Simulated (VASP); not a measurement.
Wanted: the native input for a VASP 6.6.1 run.

- Task: single point
- Functional: PBEsol
- Dispersion: D4
- Potentials or basis: VASP PAW PBE potentials, release 64 (Hg, Te)
- Cutoff: 520 eV
- k mesh: 7 × 7 × 7
- Occupations: fermi-dirac, width 0.05 eV
- Spin: no spin polarisation
- Dipole correction: no
- Further INCAR settings: ALGO = Normal; EDIFF = 1e-07; NBANDS = 16

The structure of HgTe lies in POSCAR:

```
HgTe
1.0
    0.0000000000      2.9746694575      2.9746694575
    2.9746694575      0.0000000000      2.9746694575
    2.9746694575      2.9746694575      0.0000000000
Hg Te
1 1
Direct
    0.0000000000      0.0000000000      0.0000000000
    0.5000000000      0.5000000000      0.5000000000
```

The input as run:

INCAR

```
SYSTEM = HgTe
ALGO = Normal
EDIFF = 1E-7
ENCUT = 520
GGA = PS
ISIF = 2
ISMEAR = -1
IVDW = 13
LASPH = .TRUE.
LCHARG = .FALSE.
LREAL = .FALSE.
LWAVE = .FALSE.
NBANDS = 16
NELM = 80
PREC = Accurate
SIGMA = 0.05
```

KPOINTS

```
k-points
0
G
  7 7 7
  0 0 0
```

Potentials or basis: VASP PAW PBE potentials, release 64 (Hg, Te).

Run with:

```bash
$ cat potpaw_PBE.64/Hg/POTCAR potpaw_PBE.64/Te/POTCAR > POTCAR
$ mpirun -np 1 vasp_std > vasp.out
```

It gave:

| Property | Result |
| --- | --- |
| Pressure | 0.2 GPa |
| Band gap on the k mesh | zero (band 9 reaches 5.45 eV, above the bottom of band 10 at 2.61 eV) |
| Dispersion energy per atom | -0.287 eV |

Caveat: the PAW data sets were made with another functional, which shifts forces and pressure a little; spin-orbit coupling is left out, which moves the levels of the heavy elements; pairwise dispersion overbinds metals, which lowers pressure and volume.

Wall time 8 s on 1 thread of Intel(R) Xeon(R) 6975P-C (Granite Rapids), with other jobs on the host, peak memory 0.18 GiB.
